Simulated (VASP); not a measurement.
Crystal: CdSe.

```
CELL_PARAMETERS angstrom
0.00000 3.07027 3.07027
3.07027 0.00000 3.07027
3.07027 3.07027 0.00000
ATOMIC_POSITIONS crystal
Cd 0.00000 0.00000 0.00000
Se 0.75000 0.75000 0.75000
```

Base run:

| Item | Value |
| --- | --- |
| Program | VASP 6.6.1 |
| Functional | PBE |
| Potentials or basis | VASP PAW PBE potentials, release 64 (Cd, Se) |
| Cutoff | 520 eV |
| k mesh | 6 × 6 × 6 |
| Occupations | gaussian, width 0.01 eV |
| Spin | no spin polarisation |

Its results: band gap on the k mesh 0.55 eV, direct; pressure 1.6 GPa.

**Question.** The run is repeated on the same cell with these changes: functional from PBE to revPBE. What comes out?

**Answer.** Band gap on the k mesh 0.68 eV, direct; pressure 3.0 GPa.

revPBE binds less tightly than PBE, so the same cell stands under more pressure.

Caveats: the PAW data sets were made with another functional, which shifts forces and pressure a little (some runs).

